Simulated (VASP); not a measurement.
Set up this calculation in VASP 6.6.1, as the native input.

```yaml
Task: single point
Functional: PBEsol
Potentials_or_basis: VASP PAW PBE potentials, release 64 (Pt, Sb)
Cutoff: 520 eV
k_mesh: 10 × 10 × 10
Occupations: gaussian, width 0.05 eV
Spin: no spin polarisation
Dipole_correction: no
Further_INCAR_settings: ALGO = Normal; EDIFF = 1e-06; NBANDS = 14
```

The structure of SbPt lies in POSCAR:

```
SbPt
1.0
    0.0000000000      2.7543748598      2.7543748598
    2.7543748598      0.0000000000      2.7543748598
    2.7543748598      2.7543748598      0.0000000000
Pt Sb
1 1
Direct
    0.5000000000      0.5000000000      0.5000000000
    0.0000000000      0.0000000000      0.0000000000
```

This cell differs from its parent crystal: volume scaled by 1.020.

The input as run:

INCAR

```
PREC = Accurate ; ENCUT = 520
EDIFF = 1E-6 ; ISMEAR = 0
SIGMA = 0.05 ; LREAL = False
LASPH = True ; NELM = 100
ALGO = Normal ; ISIF = 2
LWAVE = False ; LCHARG = False
GGA = PS ; NBANDS = 14
```

KPOINTS

```
regular mesh
0
Gamma
  10 10 10
```

Potentials or basis: VASP PAW PBE potentials, release 64 (Pt, Sb).

Run with:

```bash
$ cat potpaw_PBE.64/Pt/POTCAR potpaw_PBE.64/Sb/POTCAR > POTCAR
$ mpirun -np 1 vasp_std > vasp.out
```

It gave:

| Item | Value |
| --- | --- |
| Pressure | -2.8 GPa |

Caveat: the PAW data sets were made with another functional, which shifts forces and pressure a little.

It took 45 s on 1 thread of Intel(R) Xeon(R) Platinum 8259CL CPU @ 2.50GHz (Skylake/Cascade Lake), with other jobs on the host, peak memory 0.18 GiB.
